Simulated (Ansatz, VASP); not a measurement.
# Be2CdTe3: VASP beside Ansatz

```
Be Cd Te
1.0
     6.30712   -3.64833    0.00000
     6.30712    3.64833    0.00000
     0.00000    0.00000    6.89270
Be Cd Te
4 2 6
Direct
  0.16876 0.48718 0.50036
  0.48718 0.16876 0.00036
  0.83124 0.51282 0.00036
  0.51282 0.83124 0.50036
  0.17446 0.82554 0.99983
  0.82554 0.17446 0.49983
  0.16372 0.46318 0.85971
  0.53682 0.83628 0.85971
  0.79284 0.20716 0.91003
  0.46318 0.16372 0.35971
  0.83628 0.53682 0.35971
  0.20716 0.79284 0.41003
```

Alike in both runs: functional PBE; k mesh 4 × 4 × 4; occupations gaussian, width 0.02 eV; no spin polarisation.

Ansatz relaxed the structure, and its values are those at the end. VASP's run is a single point on that final structure, the one shown.

```csv
,VASP,Ansatz
version,VASP 6.6.1,Ansatz 0.2.0
potentials or method,"VASP PAW PBE potentials, release 64 (Be, Cd, Te), cutoff 520 eV","scalar-relativistic, plane waves, PAW"
valence electrons in the cell,68,144
```

```tsv
	VASP	Ansatz	Ansatz less VASP
gap on the k mesh at the Fermi level (eV)	1.94	1.95	+0.011
least direct gap on the mesh (eV)	1.98	1.99	+0.008
pressure (GPa)	0.1	0.0	-0.12
rms of the force components (eV/Å)	0.003	0.002	-0.0015
```

The functional is the same, so the differences come from potentials, cutoffs and numerics. VASP's potentials hold 68 valence electrons a cell and Ansatz's 144, so a difference there can come from the potentials and not from the codes.

Neither program's run includes spin-orbit coupling.
